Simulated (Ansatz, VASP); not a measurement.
**Two plane-wave programs on BeTe**

File INCAR:

```
SYSTEM = BeTe
PREC = Accurate ; ENCUT = 600
EDIFF = 1E-7 ; ISMEAR = 0
SIGMA = 0.01 ; LREAL = .FALSE.
LASPH = .TRUE. ; NELM = 80
ALGO = Normal ; ISIF = 3
LWAVE = .FALSE. ; LCHARG = .FALSE.
IBRION = 2 ; NSW = 80
EDIFFG = -0.001
```

Contents of KPOINTS:

```
regular mesh
0
G
  8 8 8
  0 0 0
```

POSCAR

```
BeTe
1.0
    0.0000000000      2.7773063427      2.7773063427
    2.7773063427      0.0000000000      2.7773063427
    2.7773063427      2.7773063427      0.0000000000
Be Te
1 1
Direct
    0.0000000000      0.0000000000      0.0000000000
    0.7500000000      0.7500000000      0.7500000000
```

Input for Ansatz:

```yaml
crystal:
  lattice:
    - [0.0, 2.7773062588, 2.7773062588]
    - [2.7773062588, 0.0, 2.7773062588]
    - [2.7773062588, 2.7773062588, 0.0]
  atoms:
    - { symbol: Be, position: [0.0, 0.0, 0.0] }
    - { symbol: Te, position: [0.75, 0.75, 0.75] }
basis:
  ecutwfc: 420
kpoints:
  mp_grid: { grid: [8, 8, 8] }
hamiltonian:
  xc: lda
scf:
  occupations: { method: fixed }
output:
  forces: true
  stress: true
  eigenvalues: true
relax:
  adjacent_minimum: "off"
  f_tol: 0.001
  max_steps: 60
  cell: { stress_tol: 0.01 }
```

Alike in both runs: task relaxation of cell and atoms; functional LDA; k mesh 8 × 8 × 8; no spin polarisation.

```csv
,VASP,Ansatz
version,VASP 6.6.1,Ansatz 0.2.0
potentials or method,"VASP PAW LDA potentials, release 64 (Be, Te), cutoff 600 eV","scalar-relativistic, plane waves, PAW"
occupations,"gaussian, width 0.01 eV",fixed
valence electrons in the cell,8,18
```

|  | VASP | Ansatz | Ansatz less VASP |
| --- | --- | --- | --- |
| gap on the k mesh at the Fermi level, each at its own relaxed structure (eV) | 1.78 | 1.79 | +0.010 |
| relaxed volume (Å³/atom) | 21.51 | 21.42 | -0.090 |
| relaxed cell length with the largest relative difference (Å) | 3.933 | 3.928 | -0.0055 |

LDA's correlation is that of Perdew and Zunger in VASP and of Perdew and Wang (1992) in Ansatz. VASP's potentials hold 8 valence electrons a cell and Ansatz's 18, so a difference there can come from the potentials and not from the codes.

Neither program's run includes spin-orbit coupling.
